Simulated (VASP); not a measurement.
Input of a VASP 6.6.1 run:

File INCAR:

```
ALGO = Normal ; EDIFF = 1E-8
ENCUT = 520 ; GGA = PE
ISIF = 2 ; ISMEAR = -1
LASPH = T ; LCHARG = F
LEFG = T ; LREAL = F
LWAVE = F ; NBANDS = 61
NELM = 100 ; PREC = Accurate
SIGMA = 0.02
```

Contents of KPOINTS:

```
k-points
0
Gamma
  4 4 5
```

Contents of POSCAR:

```
Ba3AlN3
1.0
    8.3846860344      0.0000000000      0.0000000000
   -4.1923430172      7.2613511086      0.0000000000
    0.0000000000      0.0000000000      5.6099810000
Ba Al N
6 2 6
Direct
    0.9423350100      0.6367070100      0.2500000000
    0.6943720000      0.0576649900      0.2500000000
    0.3632929900      0.3056280000      0.2500000000
    0.0576649900      0.3632929900      0.7500000000
    0.3056280000      0.9423350100      0.7500000000
    0.6367070100      0.6943720000      0.7500000000
    0.6666666667      0.3333333333      0.7500000000
    0.3333333333      0.6666666667      0.2500000000
    0.8754090100      0.5657350100      0.7500000000
    0.6903260000      0.1245909900      0.7500000000
    0.4342649900      0.3096740000      0.7500000000
    0.1245909900      0.4342649900      0.2500000000
    0.3096740000      0.8754090100      0.2500000000
    0.5657350100      0.6903260000      0.2500000000
```

Potentials or basis: VASP PAW PBE potentials, release 64 (Ba_sv, Al, N).

Run with:

```sh
$ cat potpaw_PBE.64/Ba_sv/POTCAR potpaw_PBE.64/Al/POTCAR potpaw_PBE.64/N/POTCAR > POTCAR
$ mpirun -np 1 vasp_std > vasp.out
```

**Question.** What does it give for the pressure?

**Answer.** 0.0 GPa.

**Question.** What does it give for the band gap on the k mesh?

**Answer.** 0.31 eV (least direct gap 0.39 eV).

Forces in eV/Å, atoms in the order of the input:
```
Ba   0.002  0.001  0.000
Ba   0.000 -0.002  0.000
Ba  -0.002  0.001  0.000
Ba  -0.002 -0.001  0.000
Ba   0.000  0.002  0.000
Ba   0.002 -0.001  0.000
Al   0.000  0.000  0.000
Al   0.000  0.000  0.000
N    0.000  0.000  0.000
N    0.000 -0.001  0.000
N   -0.001  0.000  0.000
N    0.000  0.000  0.000
N    0.000  0.001  0.000
N    0.001  0.000  0.000
```

Caveat: without QUAD_EFG the Cq values of the log hold for a quadrupole moment of 1 mb, not for the nuclei; spin-orbit coupling is left out, which moves the levels of the heavy elements; an odd mesh through Γ misses points on the zone boundary, where band edges can lie.
